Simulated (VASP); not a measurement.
# Hf2Si3 (Cmmm) in VASP: a series of runs

The runs below take Hf2Si3 through single point, relaxation of cell and atoms, with PBE.

All numbers are computed with VASP 6.6.1; they aren't measurements. Logs are shortened: lines on timing, memory, paths and dates and some standing lists are left out, and cuts for length are marked.

**1. The cell of the first run**

Symmetry: Cmmm, No. 65, orthorhombic system. Conventional cell: a = 5.319 Å, b = 5.339 Å, c = 5.895 Å, α = 90.00°, β = 90.00°, γ = 90.00°. Hf (site symmetry 2/m) has 4 Si at 2.17 Å and 4 Hf at 2.66 to 2.67 Å within 2.9 Å. Si (site symmetry mm2) has 1 Si at 2.15 Å and 4 Hf at 2.17 Å within 2.8 Å. Within 4.3 Å of Si (site symmetry mmm) lie 12 Si at 3.25 to 3.77 Å and 8 Hf at 3.50 Å.

The cell was built from a structure type or drawn by symmetry, and may not be a known phase.

**2. Single point, PBE**

The input, INCAR:

```
ALGO     = Normal         # electronic algorithm
EDIFF    = 1E-6           # SCF threshold, eV
ENCUT    = 520            # plane-wave cutoff, eV
GGA      = PE             # functional
ISIF     = 2              # what is computed and relaxed
ISMEAR   = 0              # smearing method
LASPH    = True           # aspherical terms in the spheres
LCHARG   = False          # write CHGCAR
LREAL    = False          # projectors in reciprocal space
LWAVE    = False          # write WAVECAR
NBANDS   = 24             # bands
NELM     = 100            # most SCF steps
PREC     = Accurate       # precision mode
SIGMA    = 0.1            # smearing width, eV
```

The input, KPOINTS:

```
k-points
0
Gamma
  4 4 4
```

The input, POSCAR:

```
Hf2Si3
1.0
    2.6596228400     -2.6696278400      0.0000000000
    2.6596228400      2.6696278400      0.0000000000
    0.0000000000      0.0000000000      5.8954621500
Hf Si
2 3
Direct
    0.0000000000      0.5000000000      0.0000000000
    0.5000000000      0.0000000000      0.0000000000
    0.0000000000      0.0000000000      0.1823183500
    0.0000000000      0.0000000000      0.8176816500
    0.5000000000      0.5000000000      0.5000000000
```

Potentials or basis: VASP PAW PBE potentials, release 64 (Hf_pv, Si).

Launch:

```bash
cat potpaw_PBE.64/Hf_pv/POTCAR potpaw_PBE.64/Si/POTCAR > POTCAR
mpirun -np 1 vasp_std > vasp.out
```

OUTCAR:

```text
EDIFF = 1E-6
   ENCUT = 520
   GGA = PE
   ISIF = 2
   ISMEAR = 0
   LASPH = True
   LREAL = False
   NELM = 100
   PREC = Accurate

 ion  position               nearest neighbor table
   1  0.000  0.500  0.000-   3 2.17   4 2.17   3 2.17   4 2.17   2 2.66   2 2.66   2 2.67   2 2.67
                             5 3.50   5 3.50   5 3.50   5 3.50
   2  0.500  0.000  0.000-   3 2.17   4 2.17   3 2.17   4 2.17   1 2.66   1 2.66   1 2.67   1 2.67
                             5 3.50   5 3.50   5 3.50   5 3.50
   3  0.000  0.000  0.182-   4 2.15   2 2.17   1 2.17   1 2.17   2 2.17
   4  0.000  0.000  0.818-   3 2.15   2 2.17   1 2.17   1 2.17   2 2.17
   5  0.500  0.500  0.500-   1 3.50   2 3.50   1 3.50   2 3.50   2 3.50   2 3.50   1 3.50   1 3.50

  LATTYP: Found a base centered orthorhombic cell.
 ALAT       =     5.3192456800
 B/A-ratio  =     1.0037618116
 C/A-ratio  =     1.1083267261

  Lattice vectors:

 A1 = (   2.6596228400,  -2.6696278400,   0.0000000000)
 A2 = (   2.6596228400,   2.6696278400,   0.0000000000)
 A3 = (   0.0000000000,   0.0000000000,   5.8954621500)

Analysis of symmetry for initial positions (statically):
=====================================================================
 Subroutine PRICEL returns:
 Original cell was already a primitive cell.

 Routine SETGRP: Setting up the symmetry group for a
 base centered orthorhombic supercell.

 Subroutine GETGRP returns: Found  8 space group operations
 (whereof  8 operations were pure point group operations)
 out of a pool of  8 trial point group operations.

The static configuration has the point symmetry D_2h.

Analysis of symmetry for dynamics (positions and initial velocities):
=====================================================================
 Subroutine PRICEL returns:
 Original cell was already a primitive cell.

 Routine SETGRP: Setting up the symmetry group for a
 base centered orthorhombic supercell.

 Subroutine GETGRP returns: Found  8 space group operations
 (whereof  8 operations were pure point group operations)
 out of a pool of  8 trial point group operations.

The dynamic configuration has the point symmetry D_2h.

 Subroutine INISYM returns: Found  8 space group operations
 (whereof  8 operations are pure point group operations),
 and found     1 'primitive' translations

[... 95 lines left out ...]
   NELM   =    100;   NELMIN=  2; NELMDL= -5     # of ELM steps
   EDIFF  = 0.1E-05   stopping-criterion for ELM
   LREAL  =      F    real-space projection
   EDIFFG = 0.1E-04   stopping-criterion for IOM
   NSW    =      0    number of steps for IOM
   IBRION =     -1    ionic relax: 0-MD 1-quasi-New 2-CG
   NFREE  =      0    steps in history (QN), initial steepest desc. (CG)
   ISIF   =      2    stress and relaxation
   ISYM   =      2    0-nonsym 1-usesym 2-fastsym
   POTIM  = 0.5000    time-step for ionic-motion
   TEBEG  =    0.0;   TEEND  =   0.0 temperature during run
   PSTRESS=    0.0 pullay stress
   NELECT =      32.0000    total number of electrons
   NUPDOWN=      -1.0000    fix difference up-down
   EMIN   =  10.00;   EMAX   =-10.00  energy-range for DOS
   EFERMI =   0.00;   METHOD = LEGACY
   ISMEAR =     0;   SIGMA  =   0.10  broadening in eV -4-tet -1-fermi 0-gaus
   EFERMI_NEDOS =   21; number of points for ismear=-14 and -15
   IALGO  =     38    algorithm
   IMIX   =      4    mixing-type and parameters
     AMIX     =   0.40;   BMIX     =  1.00
     AMIX_MAG =   1.60;   BMIX_MAG =  1.00
  volume/ion in A,a.u.               =      16.74       112.99
  Fermi-wavevector in a.u.,A,eV,Ry     =   1.188097  2.245178 19.205641  1.411575
  Thomas-Fermi vector in A             =   2.324234
   LORBIT       =      0    0 simple, 1 ext, 2 COOP (PROOUT), +10 PAW based schemes
   GGA     = PE    functional components
   LHFCALC =     F    Hartree Fock is set to
   AEXX    =    0.0000 exact exchange contribution
   IVDW    =     0    specifies the selected vdW correction
   LEPSILON=     F    determine dielectric tensor
   LRPA    =     F    only Hartree local field effects (RPA)
 non-spin polarized calculation
 Gauss-broadening in eV      SIGMA  =   0.10
  energy-cutoff  :      520.00
  volume of cell :       83.72
 maximum number of plane-waves:      2276
   NGX = 15   NGY = 15   NGZ = 21

 number of electron      32.0000005 magnetization

 Free energy of the ion-electron system (eV)
  ---------------------------------------------------
  ext. energy  EPLUGINS =         0.00000000
  ---------------------------------------------------
  free energy    TOTEN  =       -20.83539698 eV

  energy without entropy =      -20.81698193  energy(sigma->0) =      -20.82618945

 E-fermi :   7.2104     XC(G=0): -11.0422

 val. band max:        7.2091990207   @ k =   0.5000   0.5000   0.0000
 cond. band min:       7.2165580495   @ k =   0.5000   0.5000   0.0000
 fundamental gap:      0.0073590288
 Fermi energy:         7.2104353766

 k-point     1 :       0.0000    0.0000    0.0000
  band No.  band energies     occupation
      1     -23.9082      2.00000
      2     -23.8714      2.00000
      3     -22.9397      2.00000
      4     -22.2859      2.00000
      5     -21.7555      2.00000
      6     -21.7251      2.00000
[... 556 lines left out ...]
     23      11.2123      0.00000
     24      11.2251      0.00000

------------------------ aborting loop because EDIFF is reached ----------------------------------------

  FORCE on cell =-STRESS in cart. coord.  units (eV):
  Direction    XX          YY          ZZ          XY          YZ          ZX
  --------------------------------------------------------------------------------------
  -------------------------------------------------------------------------------------
  Total       50.6307414     50.4688363     28.2861407      0.0000000      0.0000000      0.0000000
  in kB      968.9608756    965.8623694    541.3344321      0.0000000      0.0000000      0.0000000
  external PRESSURE =     825.3858924 kB  Pullay stress =       0.0000000 kB

 VOLUME and BASIS-vectors are now :
 -----------------------------------------------------------------------------
  energy-cutoff  :      520.00
  volume of cell :       83.72
      direct lattice vectors                 reciprocal lattice vectors
     2.659622840 -2.669627840  0.000000000     0.187996581 -0.187292023  0.000000000
     2.659622840  2.669627840  0.000000000     0.187996581  0.187292023  0.000000000
     0.000000000  0.000000000  5.895462150     0.000000000  0.000000000  0.169621986

 POSITION                                       TOTAL-FORCE (eV/Angst)
 -----------------------------------------------------------------------------------
      1.32981      1.33481      0.00000         0.000000     -0.000000      0.000000
      1.32981     -1.33481      0.00000         0.000000      0.000000      0.000000
      0.00000      0.00000      1.07485        -0.000000     -0.000000     15.110909
      0.00000      0.00000      4.82061         0.000000     -0.000000    -15.110909
      2.65962      0.00000      2.94773         0.000000      0.000000      0.000000
 -----------------------------------------------------------------------------------
    total drift:                                0.000000      0.000000     -0.000000

  FREE ENERGIE OF THE ION-ELECTRON SYSTEM (eV)
  ---------------------------------------------------
  free  energy   TOTEN  =       -20.8353969797 eV

  energy  without entropy=      -20.8169819258  energy(sigma->0) =      -20.82618945
```

OSZICAR:

```text
N       E                     dE             d eps       ncg     rms          rms(c)
DAV:   1     0.129858108663E+03    0.12986E+03   -0.16212E+04  1008   0.122E+03
DAV:   2    -0.209909379487E+02   -0.15085E+03   -0.13894E+03  1272   0.288E+02
DAV:   3    -0.275208835818E+02   -0.65299E+01   -0.61760E+01  1328   0.428E+01
DAV:   4    -0.276529281223E+02   -0.13204E+00   -0.13129E+00  1176   0.659E+00
DAV:   5    -0.276561797438E+02   -0.32516E-02   -0.32501E-02  1376   0.948E-01    0.152E+02
DAV:   6    -0.211872836237E+02    0.64689E+01   -0.14806E+01  1232   0.182E+01    0.530E+01
DAV:   7    -0.209904881981E+02    0.19680E+00   -0.40030E+00  1232   0.965E+00    0.263E+01
DAV:   8    -0.208429404795E+02    0.14755E+00   -0.58251E-01  1224   0.359E+00    0.842E+00
DAV:   9    -0.208392140326E+02    0.37264E-02   -0.29996E-02  1184   0.811E-01    0.242E+00
DAV:  10    -0.208353403992E+02    0.38736E-02   -0.11429E-02  1216   0.551E-01    0.472E-01
DAV:  11    -0.208354077651E+02   -0.67366E-04   -0.11636E-03  1200   0.186E-01    0.149E-01
DAV:  12    -0.208354001522E+02    0.76128E-05   -0.21530E-05  1200   0.278E-02    0.101E-01
DAV:  13    -0.208353973370E+02    0.28152E-05   -0.18265E-05  1216   0.245E-02    0.355E-02
DAV:  14    -0.208353969797E+02    0.35728E-06   -0.30967E-06  1192   0.971E-03
   1 F= -.20835397E+02 E0= -.20826189E+02  d E =-.184151E-01
```

Wall time 17 s (1 thread of Intel Xeon 6975P-C (Granite Rapids), shared host); peak memory 0.19 GiB.

Results:

```yaml
Free_energy: -20.8354 eV
Pressure: 82.5 GPa
Largest_force: 15.111 eV/Å
Band_gap_on_the_k_mesh: zero (bands 16 and 17 overlap by 2.07 eV)
```

Forces on the atoms (eV/Å):
```
Hf    0.000   0.000   0.000
Hf    0.000   0.000   0.000
Si    0.000   0.000  15.111
Si    0.000   0.000 -15.111
Si    0.000   0.000   0.000
```

Stress tensor (GPa, compression positive):
```
96.90  0.00  0.00
 0.00 96.59  0.00
 0.00  0.00 54.13
```

Caveat: the k points lie up to 0.42 Å⁻¹ apart, too coarse for converged energies and pressures of a metal; spin-orbit coupling is left out, which moves the levels of the heavy elements; forces of over 1 eV/Å act on the atoms, so gaps and moduli don't describe the material at rest.

**3. Single point, PBE**

This run uses another cell than the first one, of 20.20 Å³/atom.

The input, INCAR:

```
PREC     = Accurate       # precision mode
ENCUT    = 520            # plane-wave cutoff, eV
EDIFF    = 1E-6           # SCF threshold, eV
ISMEAR   = 0              # smearing method
SIGMA    = 0.1            # smearing width, eV
LREAL    = F              # projectors in reciprocal space
LASPH    = T              # aspherical terms in the spheres
NELM     = 80             # most SCF steps
ALGO     = Normal         # electronic algorithm
ISIF     = 2              # what is computed and relaxed
LWAVE    = F              # write WAVECAR
LCHARG   = T              # write CHGCAR
GGA      = PE             # functional
LELF     = T              # ELF
LVHAR    = T            
NBANDS   = 24             # bands
```

The input, KPOINTS:

```
Automatic mesh
0
Gamma
  4 4 4
```

The input, POSCAR:

```
Hf2Si3
1.0
    3.0263997809     -3.0268260888      0.0000000000
    3.0263997809      3.0268260888      0.0000000000
    0.0000000000      0.0000000000      5.5138458839
Hf Si
2 3
Direct
    0.0000000000      0.5000000000      0.0000000000
    0.5000000000      0.0000000000      0.0000000000
    0.0000000000      0.0000000000      0.2985491513
    0.0000000000      0.0000000000      0.7014508487
    0.5000000000      0.5000000000      0.5000000000
```

Potentials or basis: VASP PAW PBE potentials, release 64 (Hf_pv, Si).

Launch:

```bash
cat potpaw_PBE.64/Hf_pv/POTCAR potpaw_PBE.64/Si/POTCAR > POTCAR
mpirun -np 1 vasp_std > vasp.out
```

Wall time 16 s (1 thread of Intel Xeon 6975P-C (Granite Rapids), shared host); peak memory 0.21 GiB.

It converged, with:

- Free energy: -34.8405 eV
- Pressure: 0.1 GPa
- Largest force: 0.003 eV/Å
- Band gap on the k mesh: zero (bands 16 and 17 overlap by 1.02 eV)

Forces in eV/Å, atoms in the order of the input:
```
Hf   0.000  0.000  0.000
Hf   0.000  0.000  0.000
Si   0.000  0.000  0.003
Si   0.000  0.000 -0.003
Si   0.000  0.000  0.000
```

Stress tensor (GPa, compression positive):
```
 0.24  0.00  0.00
 0.00  0.23  0.00
 0.00  0.00 -0.11
```

Levels at points of the mesh, in eV from the Fermi level:
| k point | band 13 | band 14 | band 15 | band 16 | band 17 | band 18 | band 19 | band 20 |
| --- | --- | --- | --- | --- | --- | --- | --- | --- |
| (0.00, 0.00, 0.00) | -2.14 | -2.14 | -2.03 | -1.41 | 0.06 | 0.33 | 1.31 | 3.02 |
| (0.50, 0.00, 0.00) | -1.72 | -1.40 | -1.00 | -0.88 | -0.54 | 1.13 | 1.72 | 1.87 |
| (0.50, 0.50, 0.00) | -2.84 | -1.44 | -1.43 | -0.09 | -0.09 | 1.80 | 1.80 | 1.91 |
| (0.00, 0.00, 0.50) | -1.72 | -1.37 | -0.58 | 0.48 | 0.48 | 1.40 | 1.50 | 1.50 |
| (0.50, 0.00, 0.50) | -0.73 | -0.67 | -0.52 | -0.48 | -0.01 | 0.19 | 0.57 | 1.12 |
| (0.50, 0.50, 0.50) | -3.91 | -2.58 | -1.87 | 0.30 | 0.30 | 0.47 | 2.14 | 2.14 |

Caveat: the k points lie up to 0.37 Å⁻¹ apart, too coarse for converged energies and pressures of a metal; spin-orbit coupling is left out, which moves the levels of the heavy elements.

(Part 1 of 2 ends here.)
